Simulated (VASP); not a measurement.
# Zn (Fm-3m) in VASP: notebook

Runs on Zn. Level: LDA. Tasks: single point, relaxation of cell and atoms.

Program: VASP 6.6.1. These are calculated values, not measurements. Logs are shortened: lines on timing, memory, paths and dates and some standing lists are left out, and cuts for length are marked.

## (1) The cell of the first run

Symmetry: Fm-3m, No. 225, cubic system. Conventional cell: a = 3.643 Å, b = 3.643 Å, c = 3.643 Å, α = 90.00°, β = 90.00°, γ = 90.00°. Zn (site symmetry m-3m) has 12 Zn at 2.58 Å within 3.4 Å.

## (2) Single point, LDA

INCAR

```
SYSTEM = Zn
  PREC = Accurate
  ENCUT = 520
  EDIFF = 1E-6
  ISMEAR = -1
  SIGMA = 0.1
  LREAL = .FALSE.
  LASPH = .TRUE.
  NELM = 60
  ALGO = Normal
  ISIF = 2
  LWAVE = .FALSE.
  LCHARG = .FALSE.
  GGA = CA
  NBANDS = 12
```

KPOINTS

```
Automatic mesh
0
G
  18 18 18
  0 0 0
```

POSCAR

```
Zn
1.0
    0.0000000000      1.8213769824      1.8213769824
    1.8213769824      0.0000000000      1.8213769824
    1.8213769824      1.8213769824      0.0000000000
Zn
1
Direct
    0.0000000000      0.0000000000      0.0000000000
```

Potentials or basis: VASP PAW LDA potentials, release 64 (Zn).

On the command line:

```
$ cat potpaw_LDA.64/Zn/POTCAR > POTCAR
$ mpirun -np 1 vasp_std > vasp.out
```

OUTCAR:

```text
SYSTEM = Zn
   PREC = Accurate
   ENCUT = 520
   EDIFF = 1E-6
   ISMEAR = -1
   LREAL = .FALSE.
   LASPH = .TRUE.
   NELM = 60
   ISIF = 2
   GGA = CA

 ion  position               nearest neighbor table
   1  0.000  0.000  0.000-

  LATTYP: Found a face centered cubic cell.
 ALAT       =     3.6427539648

  Lattice vectors:

 A1 = (   0.0000000000,   1.8213769824,   1.8213769824)
 A2 = (   1.8213769824,   0.0000000000,   1.8213769824)
 A3 = (   1.8213769824,   1.8213769824,   0.0000000000)

Analysis of symmetry for initial positions (statically):
=====================================================================
 Subroutine PRICEL returns:
 Original cell was already a primitive cell.

 Routine SETGRP: Setting up the symmetry group for a
 face centered cubic supercell.

 Subroutine GETGRP returns: Found 48 space group operations
 (whereof 48 operations were pure point group operations)
 out of a pool of 48 trial point group operations.

The static configuration has the point symmetry O_h .

Analysis of symmetry for dynamics (positions and initial velocities):
=====================================================================
 Subroutine PRICEL returns:
 Original cell was already a primitive cell.

 Routine SETGRP: Setting up the symmetry group for a
 face centered cubic supercell.

 Subroutine GETGRP returns: Found 48 space group operations
 (whereof 48 operations were pure point group operations)
 out of a pool of 48 trial point group operations.

The dynamic configuration has the point symmetry O_h .

 Subroutine INISYM returns: Found 48 space group operations
 (whereof 48 operations are pure point group operations),
 and found     1 'primitive' translations

----------------------------------------------------------------------------------------

                                     Primitive cell

  volume of cell :      12.0845

  direct lattice vectors                    reciprocal lattice vectors
     0.000000000  1.821376982  1.821376982    -0.274517579  0.274517579  0.274517579
     1.821376982  0.000000000  1.821376982     0.274517579 -0.274517579  0.274517579
     1.821376982  1.821376982  0.000000000     0.274517579  0.274517579 -0.274517579

  length of vectors
     2.575816031  2.575816031  2.575816031     0.475478395  0.475478395  0.475478395

  position of ions in fractional coordinates (direct lattice)
     0.000000000  0.000000000  0.000000000

  ion indices of the primitive-cell ions
   primitive index   ion index
                 1           1

----------------------------------------------------------------------------------------

 KPOINTS: Automatic mesh

Automatic generation of k-mesh.
 Grid dimensions read from file:
 generate k-points for:   18   18   18

 Generating k-lattice:

  Cartesian coordinates                     Fractional coordinates (reciprocal lattice)
    -0.015250977  0.015250977  0.015250977     0.055555556  0.000000000  0.000000000
     0.015250977 -0.015250977  0.015250977     0.000000000  0.055555556  0.000000000
     0.015250977  0.015250977 -0.015250977     0.000000000  0.000000000  0.055555556

  Length of vectors
     0.026415466  0.026415466  0.026415466

  Shift w.r.t. Gamma in fractional coordinates (k-lattice)
     0.000000000  0.000000000  0.000000000

 Subroutine IBZKPT returns following result:
 ===========================================

 Found    195 irreducible k-points:

 Following reciprocal coordinates:
            Coordinates               Weight
  0.000000  0.000000  0.000000      1.000000
  0.055556  0.000000  0.000000      8.000000
  0.111111  0.000000  0.000000      8.000000
  0.166667  0.000000  0.000000      8.000000
  0.222222  0.000000  0.000000      8.000000
  0.277778  0.000000  0.000000      8.000000
[... 16 lines left out ...]
 -0.277778  0.055556  0.000000     24.000000
 -0.222222  0.055556  0.000000     24.000000
 [... further k-points ...]
   k-points           NKPTS =    195   k-points in BZ     NKDIM =    195   number of bands    NBANDS=     12
   number of dos      NEDOS =    301   number of ions     NIONS =      1
   total plane-waves  NPLWV =   8000
   dimension x,y,z NGX =    20 NGY =   20 NGZ =   20
   dimension x,y,z NGXF=    40 NGYF=   40 NGZF=   40
   ions per type =               1
   NGX,Y,Z   is equivalent  to a cutoff of  12.91, 12.91, 12.91 a.u.
   NGXF,Y,Z  is equivalent  to a cutoff of  25.82, 25.82, 25.82 a.u.
 SYSTEM =  Zn
   PREC   = accura    normal or accurate (medium, high low for compatibility)
   ISTART =      0    job   : 0-new  1-cont  2-samecut
   ICHARG =      2    charge: 1-file 2-atom 10-const
   ISPIN  =      1    spin polarized calculation?
   LNONCOLLINEAR =      F non collinear calculations
   LSORBIT =      F    spin-orbit coupling
   LASPH  =      T    aspherical Exc in radial PAW
   ENCUT  =  520.0 eV  38.22 Ry    6.18 a.u.   4.79  4.79  4.79*2*pi/ulx,y,z
   NELM   =     60;   NELMIN=  2; NELMDL= -5     # of ELM steps
   EDIFF  = 0.1E-05   stopping-criterion for ELM
   LREAL  =      F    real-space projection
   EDIFFG = 0.1E-04   stopping-criterion for IOM
   NSW    =      0    number of steps for IOM
   IBRION =     -1    ionic relax: 0-MD 1-quasi-New 2-CG
   NFREE  =      0    steps in history (QN), initial steepest desc. (CG)
   ISIF   =      2    stress and relaxation
   ISYM   =      2    0-nonsym 1-usesym 2-fastsym
   POTIM  = 0.5000    time-step for ionic-motion
   TEBEG  =    0.0;   TEEND  =   0.0 temperature during run
   PSTRESS=    0.0 pullay stress
   NELECT =      12.0000    total number of electrons
   NUPDOWN=      -1.0000    fix difference up-down
   EMIN   =  10.00;   EMAX   =-10.00  energy-range for DOS
   EFERMI =   0.00;   METHOD = LEGACY
   ISMEAR =    -1;   SIGMA  =   0.10  broadening in eV -4-tet -1-fermi 0-gaus
   EFERMI_NEDOS =   21; number of points for ismear=-14 and -15
   IALGO  =     38    algorithm
   IMIX   =      4    mixing-type and parameters
     AMIX     =   0.40;   BMIX     =  1.00
     AMIX_MAG =   1.60;   BMIX_MAG =  1.00
  volume/ion in A,a.u.               =      12.08        81.55
  Fermi-wavevector in a.u.,A,eV,Ry     =   1.633273  3.086438 36.294631  2.667580
  Thomas-Fermi vector in A             =   2.725105
   LORBIT       =      0    0 simple, 1 ext, 2 COOP (PROOUT), +10 PAW based schemes
   GGA     = CA    functional components
   LHFCALC =     F    Hartree Fock is set to
   AEXX    =    0.0000 exact exchange contribution
   IVDW    =     0    specifies the selected vdW correction
   LEPSILON=     F    determine dielectric tensor
   LRPA    =     F    only Hartree local field effects (RPA)
 non-spin polarized calculation
  energy-cutoff  :      520.00
  volume of cell :       12.08
 maximum number of plane-waves:       332
   NGX =  9   NGY =  9   NGZ =  9

 number of electron      12.0000004 magnetization

 Free energy of the ion-electron system (eV)
  ---------------------------------------------------
  ext. energy  EPLUGINS =         0.00000000
  ---------------------------------------------------
  free energy    TOTEN  =        -1.78512477 eV

  energy without entropy =       -1.77725625  energy(sigma->0) =       -1.78119051

 E-fermi :   4.7722     XC(G=0): -13.1768

 val. band max:        4.7217330311   @ k =  -0.3889   0.1667   0.0556
 cond. band min:       4.8159261431   @ k =   0.4444   0.0000   0.0000
 fundamental gap:      0.0941931120
 Fermi energy:         4.7721894073

 k-point     1 :       0.0000    0.0000    0.0000
  band No.  band energies     occupation
      1      -7.6472      2.00000
      2      -3.7261      2.00000
      3      -3.7261      2.00000
      4      -3.7261      2.00000
      5      -3.1414      2.00000
      6      -3.1414      2.00000
      7      25.4715      0.00000
      8      26.1828      0.00000
      9      26.1828      0.00000
     10      26.1828      0.00000
     11      28.8620      0.00000
     12      28.8620      0.00000

 k-point     2 :       0.0556    0.0000    0.0000
  band No.  band energies     occupation
      1      -7.5378      2.00000
      2      -3.7394      2.00000
      3      -3.7100      2.00000
      4      -3.7100      2.00000
      5      -3.1466      2.00000
      6      -3.1466      2.00000
      7      23.7835      0.00000
      8      25.6725      0.00000
      9      25.7705      0.00000
     10      25.7705      0.00000
     11      29.4612      0.00000
     12      29.4612      0.00000

 k-point     3 :       0.1111    0.0000    0.0000
  band No.  band energies     occupation
      1      -7.2144      2.00000
      2      -3.7724      2.00000
      3      -3.6683      2.00000
      4      -3.6683      2.00000
      5      -3.1564      2.00000
      6      -3.1564      2.00000
      7      20.6962      0.00000
      8      25.0229      0.00000
      9      25.0229      0.00000
     10      25.5657      0.00000
     11      30.7660      0.00000
     12      30.7660      0.00000

 k-point     4 :       0.1667    0.0000    0.0000
  band No.  band energies     occupation
      1      -6.6960      2.00000
      2      -3.8003      2.00000
      3      -3.6222      2.00000
      4      -3.6222      2.00000
      5      -3.1522      2.00000
      6      -3.1522      2.00000
      7      17.6197      0.00000
      8      24.3123      0.00000
      9      24.3123      0.00000
     10      25.3931      0.00000
     11      31.5375      0.00000
     12      32.1411      0.00000

 k-point     5 :       0.2222    0.0000    0.0000
  band No.  band energies     occupation
      1      -6.0380      2.00000
      2      -3.7604      2.00000
      3      -3.6021      2.00000
      4      -3.6021      2.00000
      5      -3.1080      2.00000
      6      -3.1080      2.00000
      7      14.6689      0.00000
      8      23.7250      0.00000
      9      23.7250      0.00000
     10      25.1243      0.00000
     11      30.5894      0.00000
     12      30.5894      0.00000

 k-point     6 :       0.2778    0.0000    0.0000
  band No.  band energies     occupation
      1      -5.4005      2.00000
      2      -3.6196      2.00000
      3      -3.6196      2.00000
      4      -3.4864      2.00000
      5      -3.0190      2.00000
      6      -3.0190      2.00000
      7      11.8779      0.00000
      8      23.2790      0.00000
      9      23.2790      0.00000
     10      24.7827      0.00000
     11      29.1546      0.00000
     12      29.1546      0.00000

 k-point     7 :       0.3333    0.0000    0.0000
  band No.  band energies     occupation
      1      -5.0356      2.00000
      2      -3.6580      2.00000
      3      -3.6580      2.00000
      4      -2.9102      2.00000
      5      -2.9102      2.00000
      6      -2.7264      2.00000
      7       9.2701      0.00000
      8      22.9712      0.00000
      9      22.9712      0.00000
     10      24.4260      0.00000
     11      27.9732      0.00000
     12      27.9732      0.00000

 k-point     8 :       0.3889    0.0000    0.0000
  band No.  band energies     occupation
      1      -4.9236      2.00000
      2      -3.6978      2.00000
      3      -3.6978      2.00000
      4      -2.8107      2.00000
      5      -2.8107      2.00000
      6      -1.5188      2.00000
      7       6.8804      0.00000
      8      22.7864      0.00000
      9      22.7864      0.00000
     10      24.1196      0.00000
     11      27.0811      0.00000
     12      27.0811      0.00000
[... 166 lines left out ...]
 k-point    20 :      -0.4444    0.0556    0.0000
  band No.  band energies     occupation
      1      -4.8587      2.00000
      2      -3.7495      2.00000
      3      -3.7081      2.00000
      4      -2.8090      2.00000
      5      -2.7481      2.00000
      6       0.4844      2.00000
      7       4.3291      1.97647
      8      20.9576      0.00000
      9      22.4003      0.00000
     10      23.4745      0.00000
     11      26.8693      0.00000
     12      28.0574      0.00000

 k-point    21 :      -0.3889    0.0556    0.0000
  band No.  band energies     occupation
      1      -4.8647      2.00000
      2      -3.7229      2.00000
      3      -3.6880      2.00000
      4      -2.8666      2.00000
      5      -2.8249      2.00000
      6      -0.8772      2.00000
      7       6.2241      0.00000
      8      20.6557      0.00000
      9      23.0896      0.00000
     10      23.9302      0.00000
     11      26.7279      0.00000
     12      28.3528      0.00000

 k-point    22 :      -0.3333    0.0556    0.0000
  band No.  band energies     occupation
      1      -4.9237      2.00000
      2      -3.6834      2.00000
      3      -3.6517      2.00000
      4      -3.0316      2.00000
      5      -2.9344      2.00000
      6      -2.1035      2.00000
      7       8.5301      0.00000
      8      20.5627      0.00000
      9      23.8609      0.00000
     10      24.5107      0.00000
     11      26.9271      0.00000
     12      28.7230      0.00000

 k-point    23 :      -0.2778    0.0556    0.0000
  band No.  band energies     occupation
      1      -5.1697      2.00000
      2      -3.6512      2.00000
      3      -3.6092      2.00000
      4      -3.4255      2.00000
      5      -3.0563      2.00000
      6      -2.7468      2.00000
      7      11.0711      0.00000
      8      20.6713      0.00000
      9      24.6020      0.00000
     10      25.1606      0.00000
     11      27.5632      0.00000
     12      29.1128      0.00000

 k-point    24 :      -0.2222    0.0556    0.0000
  band No.  band energies     occupation
      1      -5.7264      2.00000
      2      -3.7760      2.00000
      3      -3.5841      2.00000
      4      -3.5799      2.00000
      5      -3.1604      2.00000
      6      -2.9595      2.00000
      7      13.8024      0.00000
      8      20.9725      0.00000
      9      25.2555      0.00000
     10      25.7736      0.00000
     11      28.6715      0.00000
     12      29.5113      0.00000

 [... further k-points ...]
[... 5 lines left out ...]
  --------------------------------------------------------------------------------------
  -------------------------------------------------------------------------------------
  Total        1.2128967      1.2128967      1.2128967     -0.0000000     -0.0000000      0.0000000
  in kB      160.8069747    160.8069747    160.8069747     -0.0000000     -0.0000000      0.0000000
  external PRESSURE =     160.8069747 kB  Pullay stress =       0.0000000 kB

 VOLUME and BASIS-vectors are now :
 -----------------------------------------------------------------------------
  energy-cutoff  :      520.00
  volume of cell :       12.08
      direct lattice vectors                 reciprocal lattice vectors
     0.000000000  1.821376982  1.821376982    -0.274517579  0.274517579  0.274517579
     1.821376982  0.000000000  1.821376982     0.274517579 -0.274517579  0.274517579
     1.821376982  1.821376982  0.000000000     0.274517579  0.274517579 -0.274517579

 POSITION                                       TOTAL-FORCE (eV/Angst)
 -----------------------------------------------------------------------------------
      0.00000      0.00000      0.00000        -0.000000     -0.000000     -0.000000
 -----------------------------------------------------------------------------------
    total drift:                                0.000000     -0.000000      0.000000

  FREE ENERGIE OF THE ION-ELECTRON SYSTEM (eV)
  ---------------------------------------------------
  free  energy   TOTEN  =        -1.7851247691 eV

  energy  without entropy=       -1.7772562484  energy(sigma->0) =       -1.78119051
```

Run time: 17 s. Hardware: 1 thread of Intel Xeon Platinum 8259CL at 2.50GHz (Skylake/Cascade Lake), shared host; peak memory 0.13 GiB.

Results:

```
Free energy            : -1.7851 eV
Pressure               : 16.1 GPa
Band gap on the k mesh : zero (band 6 reaches 6.51 eV, above the bottom of band 7 at 3.72 eV)
```

Levels at points of the mesh, in eV from the Fermi level:
```tsv
k point	band 4	band 5	band 6	band 7	band 8	band 9
(0.00, 0.00, 0.00)	-8.50	-7.91	-7.91	20.70	21.41	21.41
(0.50, 0.00, 0.00)	-7.49	-7.49	-4.01	-1.06	17.90	17.90
(0.50, 0.50, 0.00)	-7.38	-7.38	-1.71	2.55	9.50	9.50
```

[end of part 1 of 2]
